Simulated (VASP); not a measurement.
**NaH: single point with r2SCAN**

The system is NaH.

```
Na H
1.0
     2.14753    2.14753    0.00000
    -2.14753    2.14753    0.00000
     0.00000    2.14753    2.14753
Na H
1 1
Cartesian
  0.0000 0.0000 0.0000
  0.0000 2.1475 0.0000
```

```
Program                : VASP 6.6.1
Task                   : single point
Functional             : r2SCAN
Potentials or basis    : VASP PAW PBE potentials, release 64 (Na_pv, H)
Cutoff                 : 520 eV
k mesh                 : 8 × 8 × 8
Occupations            : gaussian, width 0.01 eV
Spin                   : no spin polarisation
Dipole correction      : no
Further INCAR settings : ALGO = Normal; EDIFF = 1e-06; NBANDS = 11
```

```yaml
Pressure: 14.6 GPa
Band_gap_on_the_k_mesh: 5.07 eV, indirect (least direct gap 6.00 eV)
```

Levels at points of the mesh, in eV from the valence-band top:
```
           k point  band 2  band 3  band 4  band 5  band 6  band 7
(0.00, 0.00, 0.00)  -22.34  -22.34   -4.59   15.15   19.21   19.21
(0.50, 0.00, 0.00)  -22.37  -22.37   -0.93    5.07   14.52   16.31
(0.50, 0.50, 0.00)  -22.43  -22.43   -0.28    6.14   12.10   13.99
```

Run time: 11 s on 1 thread of Intel(R) Xeon(R) 6975P-C (Granite Rapids), with other jobs on the host, peak memory 0.14 GiB.

Caveat: the PAW data sets were made with another functional, which shifts forces and pressure a little. r2SCAN opens gaps a little over a GGA but as a rule still falls short of measured ones.
